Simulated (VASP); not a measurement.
# SrCl2 in VASP: further runs

SrCl2 is run at these levels: PBE; tasks: single point.

All numbers are computed with VASP 6.6.1; they aren't measurements. Logs are shortened: lines on timing, memory, paths and dates and some standing lists are left out, and cuts for length are marked.

## Step 1: The cell of the first run

It takes space group Fmmm (No. 69, orthorhombic). Conventional cell: a = 6.722 Å, b = 7.144 Å, c = 7.250 Å, α = 90.00°, β = 90.00°, γ = 90.00°. Within 4.0 Å of Sr (site symmetry mmm) lie 8 Cl at 3.05 Å. Cl (site symmetry 222) has 4 Sr at 3.05 Å and 6 Cl at 3.36 to 3.62 Å within 4.0 Å.

## Step 2: Single point, PBE

Contents of INCAR:

```
SYSTEM = SrCl2
PREC     = Accurate       ! precision mode
ENCUT    = 520            ! plane-wave cutoff, eV
EDIFF    = 1E-6           ! SCF threshold, eV
ISMEAR   = 0              ! smearing method
SIGMA    = 0.05           ! smearing width, eV
LREAL    = .FALSE.        ! projectors in reciprocal space
LASPH    = .TRUE.         ! aspherical terms in the spheres
NELM     = 100            ! most SCF steps
ALGO     = Normal         ! electronic algorithm
ISIF     = 2              ! what is computed and relaxed
LWAVE    = .FALSE.        ! write WAVECAR
LCHARG   = .FALSE.        ! write CHGCAR
GGA      = PE             ! functional
NBANDS   = 19             ! bands
```

Contents of KPOINTS:

```
regular mesh
0
G
  6 6 6
  0 0 0
```

Contents of POSCAR:

```
SrCl2
1.0
    0.0000000000      3.5720146938      3.6248030883
    3.3608611158      0.0000000000      3.6248030883
    3.3608611158      3.5720146938      0.0000000000
Sr Cl
1 2
Direct
    0.0000000000      0.0000000000      0.0000000000
    0.2500000000      0.2500000000      0.2500000000
    0.7500000000      0.7500000000      0.7500000000
```

Potentials or basis: VASP PAW PBE potentials, release 64 (Sr_sv, Cl).

On the command line:

```bash
$ cat potpaw_PBE.64/Sr_sv/POTCAR potpaw_PBE.64/Cl/POTCAR > POTCAR
$ mpirun -np 1 vasp_std > vasp.out
```

OUTCAR:

```text
SYSTEM = SrCl2
   PREC = Accurate
   ENCUT = 520
   EDIFF = 1E-6
   ISMEAR = 0
   LREAL = .FALSE.
   LASPH = .TRUE.
   NELM = 100
   ISIF = 2
   GGA = PE

 ion  position               nearest neighbor table
   1  0.000  0.000  0.000-   3 3.05   3 3.05   3 3.05   2 3.05   3 3.05   2 3.05   2 3.05   2 3.05

   2  0.250  0.250  0.250-   1 3.05   1 3.05   1 3.05   1 3.05
   3  0.750  0.750  0.750-   1 3.05   1 3.05   1 3.05   1 3.05

  LATTYP: Found a face centered orthorhombic cell.
 ALAT       =     6.7217222316
 B/A-ratio  =     1.0628272251
 C/A-ratio  =     1.0785340314

  Lattice vectors:

 A1 = (   0.0000000000,   3.5720146938,   3.6248030883)
 A2 = (   3.3608611158,   0.0000000000,   3.6248030883)
 A3 = (   3.3608611158,   3.5720146938,   0.0000000000)

Analysis of symmetry for initial positions (statically):
=====================================================================
 Subroutine PRICEL returns:
 Original cell was already a primitive cell.

 Routine SETGRP: Setting up the symmetry group for a
 face centered orthorhombic supercell.

 Subroutine GETGRP returns: Found  8 space group operations
 (whereof  8 operations were pure point group operations)
 out of a pool of  8 trial point group operations.

The static configuration has the point symmetry D_2h.

Analysis of symmetry for dynamics (positions and initial velocities):
=====================================================================
 Subroutine PRICEL returns:
 Original cell was already a primitive cell.

 Routine SETGRP: Setting up the symmetry group for a
 face centered orthorhombic supercell.

 Subroutine GETGRP returns: Found  8 space group operations
 (whereof  8 operations were pure point group operations)
 out of a pool of  8 trial point group operations.

The dynamic configuration has the point symmetry D_2h.

 Subroutine INISYM returns: Found  8 space group operations
 (whereof  8 operations are pure point group operations),
 and found     1 'primitive' translations

----------------------------------------------------------------------------------------

                                     Primitive cell

  volume of cell :      87.0319

  direct lattice vectors                    reciprocal lattice vectors
     0.000000000  3.572014694  3.624803088    -0.148771396  0.139977028  0.137938527
     3.360861116  0.000000000  3.624803088     0.148771396 -0.139977028  0.137938527
     3.360861116  3.572014694  0.000000000     0.148771396  0.139977028 -0.137938527

  length of vectors
     5.089055551  4.943135125  4.904556699     0.246482320  0.246482320  0.246482320

  position of ions in fractional coordinates (direct lattice)
     0.000000000  0.000000000  0.000000000
     0.250000000  0.250000000  0.250000000
     0.750000000  0.750000000  0.750000000

  ion indices of the primitive-cell ions
   primitive index   ion index
                 1           1
                 2           2
                 3           3

----------------------------------------------------------------------------------------

 KPOINTS: regular mesh

Automatic generation of k-mesh.
 Grid dimensions read from file:
 generate k-points for:    6    6    6

 Generating k-lattice:

  Cartesian coordinates                     Fractional coordinates (reciprocal lattice)
    -0.024795233  0.023329505  0.022989755     0.166666667 -0.000000000  0.000000000
     0.024795233 -0.023329505  0.022989755    -0.000000000  0.166666667  0.000000000
     0.024795233  0.023329505 -0.022989755     0.000000000  0.000000000  0.166666667

  Length of vectors
     0.041080387  0.041080387  0.041080387

  Shift w.r.t. Gamma in fractional coordinates (k-lattice)
     0.000000000  0.000000000  0.000000000

 Subroutine IBZKPT returns following result:
 ===========================================

 Found     46 irreducible k-points:

 Following reciprocal coordinates:
            Coordinates               Weight
  0.000000  0.000000  0.000000      1.000000
  0.166667  0.000000  0.000000      8.000000
  0.333333  0.000000  0.000000      8.000000
  0.500000 -0.000000  0.000000      4.000000
  0.166667  0.166667  0.000000      2.000000
  0.333333  0.166667 -0.000000      8.000000
[... 16 lines left out ...]
 -0.166667  0.166667  0.166667      8.000000
  0.500000  0.333333  0.166667      4.000000
 [... further k-points ...]
   k-points           NKPTS =     46   k-points in BZ     NKDIM =     46   number of bands    NBANDS=     19
   number of dos      NEDOS =    301   number of ions     NIONS =      3
   total plane-waves  NPLWV =  57600
   dimension x,y,z NGX =    40 NGY =   40 NGZ =   36
   dimension x,y,z NGXF=    80 NGYF=   80 NGZF=   72
   ions per type =               1   2
   NGX,Y,Z   is equivalent  to a cutoff of  13.07, 13.45, 12.20 a.u.
   NGXF,Y,Z  is equivalent  to a cutoff of  26.13, 26.91, 24.41 a.u.
 SYSTEM =  SrCl2
   PREC   = accura    normal or accurate (medium, high low for compatibility)
   ISTART =      0    job   : 0-new  1-cont  2-samecut
   ICHARG =      2    charge: 1-file 2-atom 10-const
   ISPIN  =      1    spin polarized calculation?
   LNONCOLLINEAR =      F non collinear calculations
   LSORBIT =      F    spin-orbit coupling
   LASPH  =      T    aspherical Exc in radial PAW
   ENCUT  =  520.0 eV  38.22 Ry    6.18 a.u.   9.46  9.19  9.12*2*pi/ulx,y,z
   NELM   =    100;   NELMIN=  2; NELMDL= -5     # of ELM steps
   EDIFF  = 0.1E-05   stopping-criterion for ELM
   LREAL  =      F    real-space projection
   EDIFFG = 0.1E-04   stopping-criterion for IOM
   NSW    =      0    number of steps for IOM
   IBRION =     -1    ionic relax: 0-MD 1-quasi-New 2-CG
   NFREE  =      0    steps in history (QN), initial steepest desc. (CG)
   ISIF   =      2    stress and relaxation
   ISYM   =      2    0-nonsym 1-usesym 2-fastsym
   POTIM  = 0.5000    time-step for ionic-motion
   TEBEG  =    0.0;   TEEND  =   0.0 temperature during run
   PSTRESS=    0.0 pullay stress
   NELECT =      24.0000    total number of electrons
   NUPDOWN=      -1.0000    fix difference up-down
   EMIN   =  10.00;   EMAX   =-10.00  energy-range for DOS
   EFERMI =   0.00;   METHOD = LEGACY
   ISMEAR =     0;   SIGMA  =   0.05  broadening in eV -4-tet -1-fermi 0-gaus
   EFERMI_NEDOS =   21; number of points for ismear=-14 and -15
   IALGO  =     38    algorithm
   IMIX   =      4    mixing-type and parameters
     AMIX     =   0.40;   BMIX     =  1.00
     AMIX_MAG =   1.60;   BMIX_MAG =  1.00
  volume/ion in A,a.u.               =      29.01       195.77
  Fermi-wavevector in a.u.,A,eV,Ry     =   1.065579  2.013653 15.448865  1.135460
  Thomas-Fermi vector in A             =   2.201136
   LORBIT       =      0    0 simple, 1 ext, 2 COOP (PROOUT), +10 PAW based schemes
   GGA     = PE    functional components
   LHFCALC =     F    Hartree Fock is set to
   AEXX    =    0.0000 exact exchange contribution
   IVDW    =     0    specifies the selected vdW correction
   LEPSILON=     F    determine dielectric tensor
   LRPA    =     F    only Hartree local field effects (RPA)
 non-spin polarized calculation
 Gauss-broadening in eV      SIGMA  =   0.05
  energy-cutoff  :      520.00
  volume of cell :       87.03
 maximum number of plane-waves:      2376
 NGX is ok and might be reduce to    40
   NGX = 19   NGY = 19   NGZ = 19

 number of electron      24.0000002 magnetization

 Free energy of the ion-electron system (eV)
  ---------------------------------------------------
  ext. energy  EPLUGINS =         0.00000000
  ---------------------------------------------------
  free energy    TOTEN  =       -12.74700175 eV

  energy without entropy =      -12.74700175  energy(sigma->0) =      -12.74700175

 E-fermi :   0.6500     XC(G=0):  -8.1763

 val. band max:        0.3080639600   @ k =   0.0000   0.5000   0.5000
 cond. band min:       5.1403966880   @ k =   0.0000   0.0000   0.0000
 fundamental gap:      4.8323327280
 Fermi energy:         0.6500478551

 k-point     1 :       0.0000    0.0000    0.0000
  band No.  band energies     occupation
      1     -32.9890      2.00000
      2     -14.9817      2.00000
      3     -14.9644      2.00000
      4     -14.9596      2.00000
      5     -13.2283      2.00000
      6     -12.4044      2.00000
[... 11 lines left out ...]
     18       9.0749      0.00000
     19       9.1518      0.00000

 k-point     2 :       0.1667    0.0000    0.0000
  band No.  band energies     occupation
      1     -32.9883      2.00000
      2     -15.0404      2.00000
      3     -14.9767      2.00000
      4     -14.9655      2.00000
      5     -13.0968      2.00000
      6     -12.4600      2.00000
[... 11 lines left out ...]
     18       8.6561      0.00000
     19       9.6087      0.00000

 k-point     3 :       0.3333    0.0000    0.0000
  band No.  band energies     occupation
      1     -32.9870      2.00000
      2     -15.1561      2.00000
      3     -14.9822      2.00000
      4     -14.9729      2.00000
      5     -12.8889      2.00000
      6     -12.5327      2.00000
[... 11 lines left out ...]
     18       8.4701      0.00000
     19       8.9638      0.00000

 k-point     4 :       0.5000   -0.0000    0.0000
  band No.  band energies     occupation
      1     -32.9863      2.00000
      2     -15.2054      2.00000
      3     -14.9846      2.00000
      4     -14.9765      2.00000
      5     -12.8402      2.00000
      6     -12.5185      2.00000
[... 11 lines left out ...]
     18       8.5138      0.00000
     19       8.6322      0.00000

 k-point     5 :       0.1667    0.1667    0.0000
  band No.  band energies     occupation
      1     -32.9882      2.00000
      2     -15.0518      2.00000
      3     -14.9891      2.00000
      4     -14.9698      2.00000
      5     -13.0568      2.00000
      6     -12.4637      2.00000
[... 11 lines left out ...]
     18       8.6696      0.00000
     19       8.6860      0.00000

 k-point     6 :       0.3333    0.1667   -0.0000
  band No.  band energies     occupation
      1     -32.9871      2.00000
      2     -15.1401      2.00000
      3     -15.0008      2.00000
      4     -14.9807      2.00000
      5     -12.8672      2.00000
      6     -12.5323      2.00000
[... 11 lines left out ...]
     18       8.2444      0.00000
     19       9.3104      0.00000

 k-point     7 :       0.5000    0.1667   -0.0000
  band No.  band energies     occupation
      1     -32.9861      2.00000
      2     -15.1847      2.00000
      3     -15.0271      2.00000
      4     -14.9864      2.00000
      5     -12.7708      2.00000
      6     -12.5444      2.00000
[... 11 lines left out ...]
     18       8.6090      0.00000
     19       9.1257      0.00000

 k-point     8 :      -0.3333    0.1667    0.0000
  band No.  band energies     occupation
      1     -32.9863      2.00000
      2     -15.1654      2.00000
      3     -15.0279      2.00000
      4     -14.9832      2.00000
      5     -12.7684      2.00000
      6     -12.5789      2.00000
[... 256 lines left out ...]
 k-point    20 :       0.3333    0.1667    0.1667
  band No.  band energies     occupation
      1     -32.9875      2.00000
      2     -15.0978      2.00000
      3     -15.0107      2.00000
      4     -14.9689      2.00000
      5     -12.9479      2.00000
      6     -12.5022      2.00000
[... 11 lines left out ...]
     18       8.7898      0.00000
     19       9.7782      0.00000

 k-point    21 :       0.5000    0.1667    0.1667
  band No.  band energies     occupation
      1     -32.9863      2.00000
      2     -15.1638      2.00000
      3     -15.0373      2.00000
      4     -14.9767      2.00000
      5     -12.8026      2.00000
      6     -12.5370      2.00000
[... 11 lines left out ...]
     18       8.4856      0.00000
     19       9.3042      0.00000

 k-point    22 :      -0.3333    0.1667    0.1667
  band No.  band energies     occupation
      1     -32.9860      2.00000
      2     -15.1842      2.00000
      3     -15.0257      2.00000
      4     -14.9812      2.00000
      5     -12.7713      2.00000
      6     -12.5608      2.00000
[... 11 lines left out ...]
     18       8.6915      0.00000
     19       8.9454      0.00000

 k-point    23 :      -0.1667    0.1667    0.1667
  band No.  band energies     occupation
      1     -32.9868      2.00000
      2     -15.1406      2.00000
      3     -14.9918      2.00000
      4     -14.9776      2.00000
      5     -12.8303      2.00000
      6     -12.6024      2.00000
[... 11 lines left out ...]
     18       8.5452      0.00000
     19       9.3176      0.00000

 k-point    24 :       0.5000    0.3333    0.1667
  band No.  band energies     occupation
      1     -32.9862      2.00000
      2     -15.1705      2.00000
      3     -15.0523      2.00000
      4     -14.9818      2.00000
      5     -12.7378      2.00000
      6     -12.5628      2.00000
[... 11 lines left out ...]
     18       8.4692      0.00000
     19       9.6962      0.00000

 [... further k-points ...]
[... 5 lines left out ...]
  --------------------------------------------------------------------------------------
  -------------------------------------------------------------------------------------
  Total        1.3865652     -0.3268317     -0.7110318      0.0000000      0.0000000      0.0000000
  in kB       25.5254057     -6.0166754    -13.0894489      0.0000000      0.0000000      0.0000000
  external PRESSURE =       2.1397605 kB  Pullay stress =       0.0000000 kB

 VOLUME and BASIS-vectors are now :
 -----------------------------------------------------------------------------
  energy-cutoff  :      520.00
  volume of cell :       87.03
      direct lattice vectors                 reciprocal lattice vectors
     0.000000000  3.572014694  3.624803088    -0.148771396  0.139977028  0.137938527
     3.360861116  0.000000000  3.624803088     0.148771396 -0.139977028  0.137938527
     3.360861116  3.572014694  0.000000000     0.148771396  0.139977028 -0.137938527

 POSITION                                       TOTAL-FORCE (eV/Angst)
 -----------------------------------------------------------------------------------
      0.00000      0.00000      0.00000         0.000000      0.000000      0.000000
      1.68043      1.78601      1.81240         0.000000     -0.000000     -0.000000
      5.04129      5.35802      5.43720        -0.000000      0.000000      0.000000
 -----------------------------------------------------------------------------------
    total drift:                               -0.000000     -0.000000      0.000000

  FREE ENERGIE OF THE ION-ELECTRON SYSTEM (eV)
  ---------------------------------------------------
  free  energy   TOTEN  =       -12.7470017506 eV

  energy  without entropy=      -12.7470017506  energy(sigma->0) =      -12.74700175
```

Run time: 42 s. Hardware: 1 thread of Intel Xeon 6975P-C (Granite Rapids), shared host; peak memory 0.26 GiB.

What came out:

| Item | Value |
| --- | --- |
| Free energy | -12.7470 eV |
| Pressure | 0.2 GPa |
| Band gap on the k mesh | 4.83 eV, indirect (least direct gap 5.09 eV) |

Levels at points of the mesh, in eV from the valence-band top:
```csv
k point,band 9,band 10,band 11,band 12,band 13,band 14,band 15,band 16
"(0.00, 0.00, 0.00)",-2.25,-0.84,-0.74,-0.26,4.83,5.58,6.10,8.56
"(0.50, 0.00, 0.00)",-1.68,-1.58,-1.34,-1.28,6.32,6.42,7.05,7.49
"(0.50, 0.50, 0.00)",-2.00,-0.86,-0.45,-0.33,5.18,6.45,7.24,7.39
"(0.50, 0.00, 0.50)",-1.98,-0.96,-0.37,-0.30,5.17,6.55,7.25,7.46
"(0.00, 0.50, 0.50)",-2.11,-0.83,-0.71,0.00,5.18,6.97,7.22,7.82
```

Caveat: the cell differs from its parent crystal (strain +e along x and -e along y -0.0300, strain +e along z and -e/2 along x and y +0.0300).

(Continued in part 2 of 3.)
